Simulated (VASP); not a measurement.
# K (I4/mmm) in VASP: a series of runs, part 2 of 2

VASP 6.6.1.

### 3 Single point, PBEsol (strain -0.030 along x and y, +0.030 along z)

File INCAR:

```
  PREC = Accurate
  ENCUT = 520
  EDIFF = 1E-6
  ISMEAR = 0
  SIGMA = 0.15
  LREAL = False
  LASPH = True
  NELM = 60
  ALGO = Fast
  ISIF = 2
  LWAVE = False
  LCHARG = False
  GGA = PS
  NBANDS = 10
```

File KPOINTS:

```
regular mesh
0
Gamma
  14 14 14
```

File POSCAR:

```
K
1.0
   -2.5394600000      2.5394600000      2.6965400000
    2.5394600000     -2.5394600000      2.6965400000
    2.5394600000      2.5394600000     -2.6965400000
K
1
Direct
    0.0000000000      0.0000000000      0.0000000000
```

Potentials or basis: VASP PAW PBE potentials, release 64 (K_sv).

Launch:

```bash
cat potpaw_PBE.64/K_sv/POTCAR > POTCAR
mpirun -np 1 vasp_std > vasp.out
```

OUTCAR:

```text
PREC = Accurate
   ENCUT = 520
   EDIFF = 1E-6
   ISMEAR = 0
   LREAL = False
   LASPH = True
   NELM = 60
   ISIF = 2
   GGA = PS

 ion  position               nearest neighbor table
   1  0.000  0.000  0.000-

  LATTYP: Found a body centered tetragonal cell.
 ALAT       =     5.0789200000
 C/A-ratio  =     1.0618556701

  Lattice vectors:

 A1 = (  -2.5394600000,   2.5394600000,   2.6965400000)
 A2 = (   2.5394600000,  -2.5394600000,   2.6965400000)
 A3 = (   2.5394600000,   2.5394600000,  -2.6965400000)

Analysis of symmetry for initial positions (statically):
=====================================================================
 Subroutine PRICEL returns:
 Original cell was already a primitive cell.

 Routine SETGRP: Setting up the symmetry group for a
 body centered tetragonal supercell.

 Subroutine GETGRP returns: Found 16 space group operations
 (whereof 16 operations were pure point group operations)
 out of a pool of 16 trial point group operations.

The static configuration has the point symmetry D_4h.

Analysis of symmetry for dynamics (positions and initial velocities):
=====================================================================
 Subroutine PRICEL returns:
 Original cell was already a primitive cell.

 Routine SETGRP: Setting up the symmetry group for a
 body centered tetragonal supercell.

 Subroutine GETGRP returns: Found 16 space group operations
 (whereof 16 operations were pure point group operations)
 out of a pool of 16 trial point group operations.

The dynamic configuration has the point symmetry D_4h.

 Subroutine INISYM returns: Found 16 space group operations
 (whereof 16 operations are pure point group operations),
 and found     1 'primitive' translations

----------------------------------------------------------------------------------------

                                     Primitive cell

  volume of cell :      69.5584

[... 107 lines left out ...]
  volume/ion in A,a.u.               =      69.56       469.40
  Fermi-wavevector in a.u.,A,eV,Ry     =   0.828017  1.564725  9.328314  0.685612
  Thomas-Fermi vector in A             =   1.940320
   LORBIT       =      0    0 simple, 1 ext, 2 COOP (PROOUT), +10 PAW based schemes
   GGA     = PS    functional components
   LHFCALC =     F    Hartree Fock is set to
   AEXX    =    0.0000 exact exchange contribution
   IVDW    =     0    specifies the selected vdW correction
   LEPSILON=     F    determine dielectric tensor
   LRPA    =     F    only Hartree local field effects (RPA)
 non-spin polarized calculation
 RMM-DIIS sequential band-by-band and
 Gauss-broadening in eV      SIGMA  =   0.15
  energy-cutoff  :      520.00
  volume of cell :       69.56
 maximum number of plane-waves:      1899
 NGX is ok and might be reduce to    36
   NGX = 17   NGY = 17   NGZ = 17

 number of electron       9.0000000 magnetization

 Free energy of the ion-electron system (eV)
  ---------------------------------------------------
  ext. energy  EPLUGINS =         0.00000000
  ---------------------------------------------------
  free energy    TOTEN  =        -1.13707064 eV

  energy without entropy =       -1.12838395  energy(sigma->0) =       -1.13272729

 E-fermi :  -0.0454     XC(G=0):  -5.8371

 val. band max:       -0.0537581464   @ k =   0.3571   0.0714   0.0714
 cond. band min:      -0.0372031947   @ k =   0.5000   0.2143   0.0000
 fundamental gap:      0.0165549517
 Fermi energy:        -0.0453597429

 k-point     1 :       0.0000    0.0000    0.0000
  band No.  band energies     occupation
      1     -32.0040      2.00000
      2     -15.5097      2.00000
      3     -15.5097      2.00000
      4     -15.5092      2.00000
      5      -2.2840      2.00000
      6       4.2163      0.00000
      7       4.2163      0.00000
      8       4.5127      0.00000
      9       5.0556      0.00000
     10       5.4549      0.00000
[... 287 lines left out ...]
 k-point    24 :       0.2857    0.1429   -0.0000
  band No.  band energies     occupation
      1     -31.9993      2.00000
      2     -15.5759      2.00000
      3     -15.5348      2.00000
      4     -15.5135      2.00000
      5      -0.6181      2.00000
      6       1.9764      0.00000
      7       3.0250      0.00000
      8       4.8468      0.00000
      9       5.3125      0.00000
     10       5.7501      0.00000

 [... further k-points ...]
[... 5 lines left out ...]
  --------------------------------------------------------------------------------------
  -------------------------------------------------------------------------------------
  Total        0.0343601      0.0343601      0.0210415      0.0000000      0.0000000      0.0000000
  in kB        0.7914350      0.7914350      0.4846613      0.0000000      0.0000000      0.0000000
  external PRESSURE =       0.6891771 kB  Pullay stress =       0.0000000 kB

 VOLUME and BASIS-vectors are now :
 -----------------------------------------------------------------------------
  energy-cutoff  :      520.00
  volume of cell :       69.56
      direct lattice vectors                 reciprocal lattice vectors
    -2.539460000  2.539460000  2.696540000     0.000000000  0.196892253  0.185422801
     2.539460000 -2.539460000  2.696540000     0.196892253  0.000000000  0.185422801
     2.539460000  2.539460000 -2.696540000     0.196892253  0.196892253  0.000000000

 POSITION                                       TOTAL-FORCE (eV/Angst)
 -----------------------------------------------------------------------------------
      0.00000      0.00000      0.00000         0.000000     -0.000000      0.000000
 -----------------------------------------------------------------------------------
    total drift:                               -0.000000      0.000000      0.000000

  FREE ENERGIE OF THE ION-ELECTRON SYSTEM (eV)
  ---------------------------------------------------
  free  energy   TOTEN  =        -1.1370706383 eV

  energy  without entropy=       -1.1283839484  energy(sigma->0) =       -1.13272729
```

OSZICAR:

```text
N       E                     dE             d eps       ncg     rms          rms(c)
DAV:   1     0.457468438973E+02    0.45747E+02   -0.35973E+03  4880   0.692E+02
DAV:   2     0.428076226666E+00   -0.45319E+02   -0.44683E+02  5246   0.193E+02
DAV:   3    -0.109021643084E+01   -0.15183E+01   -0.15118E+01  7574   0.281E+01
DAV:   4    -0.113866852009E+01   -0.48452E-01   -0.48341E-01  6808   0.422E+00
DAV:   5    -0.113963874274E+01   -0.97022E-03   -0.97002E-03  7382   0.448E-01    0.208E+00
RMM:   6    -0.113750585030E+01    0.21329E-02   -0.26743E-03  6677   0.375E-01    0.137E+00
RMM:   7    -0.113700686872E+01    0.49898E-03   -0.61528E-03  6970   0.493E-01    0.898E-02
RMM:   8    -0.113703477796E+01   -0.27909E-04   -0.98618E-04  7461   0.298E-01    0.330E-02
RMM:   9    -0.113706607088E+01   -0.31293E-04   -0.13013E-04  7900   0.753E-02    0.160E-02
RMM:  10    -0.113706858829E+01   -0.25174E-05   -0.45723E-05  8157   0.417E-02    0.683E-03
RMM:  11    -0.113706976545E+01   -0.11772E-05   -0.88581E-06  7842   0.172E-02    0.553E-03
RMM:  12    -0.113707063833E+01   -0.87288E-06   -0.29478E-06  6797   0.103E-02
   1 F= -.11370706E+01 E0= -.11327273E+01  d E =-.868669E-02
```

It took 2.7 min on 1 thread of Intel Xeon Platinum 8259CL at 2.50GHz (Skylake/Cascade Lake), shared host; peak memory 0.31 GiB.

Results:

```yaml
Free_energy: -1.1371 eV
Pressure: 0.1 GPa
```

Levels at points of the mesh, in eV from the Fermi level:
```tsv
k point	band 1	band 2	band 3	band 4	band 5	band 6	band 7	band 8
(0.00, 0.00, 0.00)	-31.96	-15.46	-15.46	-15.46	-2.24	4.26	4.26	4.56
(0.50, 0.00, 0.00)	-31.95	-15.55	-15.49	-15.46	0.40	0.67	3.30	4.88
(0.50, 0.50, 0.00)	-31.95	-15.55	-15.49	-15.47	0.52	0.83	2.96	5.16
(0.50, 0.50, 0.50)	-31.95	-15.53	-15.52	-15.52	1.54	1.75	3.17	3.86
```

Caveat: the cell differs from its parent crystal (strain -0.030 along x and y, +0.030 along z); the PAW data sets were made with another functional, which shifts forces and pressure a little.
